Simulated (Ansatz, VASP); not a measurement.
## GaN: VASP beside Ansatz

The input INCAR:

```
SYSTEM = GaN
PREC = Accurate
ENCUT = 600
EDIFF = 1E-6
ISMEAR = -1
SIGMA = 0.05
LREAL = .False.
LASPH = .True.
NELM = 100
ALGO = Normal
ISIF = 3
LWAVE = .False.
LCHARG = .False.
IBRION = 2
NSW = 100
EDIFFG = -0.002
```

Contents of KPOINTS:

```
Automatic mesh
0
Gamma
  16 16 16
  0 0 0
```

File POSCAR:

```
GaN
1.0
    0.0000000000      2.2535006075      2.2535006075
    2.2535006075      0.0000000000      2.2535006075
    2.2535006075      2.2535006075      0.0000000000
Ga N
1 1
Direct
    0.0000000000      0.0000000000      0.0000000000
    0.2500000000      0.2500000000      0.2500000000
```

Input for Ansatz:

```yaml
crystal:
  lattice:
    - [0.0, 2.2535006075, 2.2535006075]
    - [2.2535006075, 0.0, 2.2535006075]
    - [2.2535006075, 2.2535006075, 0.0]
  atoms:
    - { symbol: Ga, position: [0.0, 0.0, 0.0] }
    - { symbol: "N", position: [0.25, 0.25, 0.25] }
kpoints:
  mp_grid: { grid: [16, 16, 16] }
scf:
  occupations: { method: fermi_dirac, width: 0.05 }
hamiltonian:
  xc: lda
  pseudopotentials: { kind: paw }
relax:
  f_tol: 0.002
  max_steps: 80
  cell: {}
output:
  forces: true
  stress: true
  write_density: true
  write_potential: true
  elf: true
  volumetric_format: npy
```

Alike in both runs: task relaxation of cell and atoms; functional LDA; k mesh 16 × 16 × 16; occupations fermi-dirac, width 0.05 eV; no spin polarisation.

|  | VASP | Ansatz |
| --- | --- | --- |
| version | VASP 6.6.1 | Ansatz 0.2.0 |
| potentials or method | VASP PAW LDA potentials, release 64 (Ga_d, N) | PAW with Ansatz's default frozen-core files, scalar-relativistic |
| plane-wave cutoff (eV) | 600 | 420 |
| valence electrons in the cell | 18 | 18 |

Ansatz gave:

- gap on the k mesh at the Fermi level, each at its own relaxed structure (eV): 1.96
- relaxed volume (Å³/atom): 11.06
- relaxed cell length with the largest relative difference (Å): 3.150

Task: Estimate VASP's values.

Result: gap on the k mesh at the Fermi level, each at its own relaxed structure (eV): 1.94; relaxed volume (Å³/atom): 11.12; relaxed cell length with the largest relative difference (Å): 3.156.

LDA's correlation is that of Perdew and Zunger in VASP and of Perdew and Wang (1992) in Ansatz.
